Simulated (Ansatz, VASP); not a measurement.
# Two plane-wave programs on TiCo

```
Ti Co
1.0
     0.00000    2.42608    2.42608
     2.42608    0.00000    2.42608
     2.42608    2.42608    0.00000
Ti Co
1 1
Direct
  0.50000 0.50000 0.50000
  0.00000 0.00000 0.00000
```

Change from the starting cell: species swapped into the TePb type (Fm-3m, No. 225).

Alike in both runs: functional PBE; k mesh 20 × 20 × 20; occupations gaussian, width 0.1 eV; no spin polarisation.

Ansatz relaxed the structure, and its values are those at the end. VASP's run is a single point on that final structure, the one shown.

|  | VASP | Ansatz |
| --- | --- | --- |
| version | VASP 6.6.1 | Ansatz 0.2.0 |
| potentials or method | VASP PAW PBE potentials, release 64 (Ti_sv, Co), cutoff 520 eV | scalar-relativistic, plane waves, PAW |
| valence electrons in the cell | 21 | 29 |

Ansatz gave:

```
gap on the k mesh at the Fermi level (eV) : none
pressure (GPa)                            : 0.0
```

**Question.** Estimate VASP's values.

**Answer.** gap on the k mesh at the Fermi level (eV): none; pressure (GPa): -0.3.

A gap of «none» marks a metal or a gap that the smearing closes. VASP's potentials hold 21 valence electrons a cell and Ansatz's 29, so a difference there can come from the potentials and not from the codes.
